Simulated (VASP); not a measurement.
A run of VASP 6.6.1:

The input INCAR:

```
SYSTEM = C
PREC = Accurate
ENCUT = 910
EDIFF = 1E-7
ISMEAR = -1
SIGMA = 0.05
LREAL = .False.
LASPH = .True.
NELM = 120
ALGO = Normal
ISIF = 3
LWAVE = .False.
LCHARG = .False.
GGA = PE
IBRION = 2
NSW = 50
EDIFFG = -0.03
GGA_COMPAT = .False.
NELMIN = 4
```

File KPOINTS:

```
regular mesh
0
Gamma
  12 12 12
  0 0 0
```

File POSCAR:

```
C
1.0
    3.6350000000      0.0000000000      0.0000000000
    2.8052588632      2.3116547559      0.0000000000
    2.8052588632      1.0069144937      2.0808341868
C
2
Direct
    0.8360000000      0.8360000000      0.8360000000
    0.1640000000      0.1640000000      0.1640000000
```

Potentials or basis: VASP PAW PBE potentials, release 64 (C_h).

Command:

```console
$ cat potpaw_PBE.64/C_h/POTCAR > POTCAR
$ mpirun -np 1 vasp_std > vasp.out
```

Hardware: 1 thread of Intel(R) Xeon(R) Platinum 8259CL CPU @ 2.50GHz (Skylake/Cascade Lake), on a shared host.

How long does it take, and how much memory?

It took 12 min on 1 thread of Intel(R) Xeon(R) Platinum 8259CL CPU @ 2.50GHz (Skylake/Cascade Lake) (shared host), peak memory 0.22 GiB. Counts: scf iterations 80, k points 189, ion steps 10.
